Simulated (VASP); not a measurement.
The system is AlNi3.

```
CELL_PARAMETERS angstrom
0.00000 2.74469 2.74469
2.74469 0.00000 2.74469
2.74469 2.74469 0.00000
ATOMIC_POSITIONS crystal
Ni 0.75000 0.75000 0.75000
Ni 0.00000 0.00000 0.00000
Ni 0.25000 0.25000 0.25000
Al 0.50000 0.50000 0.50000
```

Base run:

| Item | Value |
| --- | --- |
| Program | VASP 6.6.1 |
| Functional | LDA |
| Potentials or basis | VASP PAW LDA potentials, release 64 (Ni, Al) |
| Cutoff | 520 eV |
| k mesh | 8 × 8 × 8 |
| Occupations | fermi-dirac, width 0.05 eV |
| Spin | collinear spin, ferromagnetic start |
| Starting moments | [1.0, 1.0, 1.0, 0.0] μB |

Its results: pressure 6.0 GPa; net moment 0.00 μB per cell.

Problem. The run is repeated on the same cell with these changes: functional from LDA to r2SCAN; potentials or basis from VASP PAW LDA potentials, release 64 (Ni, Al) to VASP PAW PBE potentials, release 64 (Ni, Al). What comes out?

Solution. Pressure 14.4 GPa; net moment 0.00 μB per cell.

Caveats: the PAW data sets were made with another functional, which shifts forces and pressure a little (some runs).
